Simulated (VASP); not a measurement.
A run of VASP 6.6.1 is set up as follows.

Contents of INCAR:

```
PREC = Accurate
ENCUT = 520
EDIFF = 1E-6
ISMEAR = -1
SIGMA = 0.1
LREAL = F
LASPH = T
NELM = 60
ALGO = Normal
ISIF = 2
LWAVE = F
LCHARG = F
GGA = PE
NBANDS = 34
```

File KPOINTS:

```
regular mesh
0
Gamma
  8 8 7
```

The input POSCAR:

```
Ga
1.0
    2.3107968683     -3.8729233244      0.0000000000
    2.3107968683      3.8729233244      0.0000000000
    0.0000000000      0.0000000000      4.5463111460
Ga
4
Direct
    0.8442122196      0.1557877804      0.0839449706
    0.6557877804      0.3442122196      0.5839449706
    0.1557877804      0.8442122196      0.9160550294
    0.3442122196      0.6557877804      0.4160550294
```

Potentials or basis: VASP PAW PBE potentials, release 64 (Ga_d).

Run with:

```sh
$ cat potpaw_PBE.64/Ga_d/POTCAR > POTCAR
$ mpirun -np 1 vasp_std > vasp.out
```

(1) What does it give for the pressure?

(2) Predict the largest force.

(3) Estimate the band gap on the k mesh.

Results:

(1) 0.1 GPa.

(2) 0.007 eV/Å.

(3) zero (bands 26 and 27 overlap by 0.88 eV).
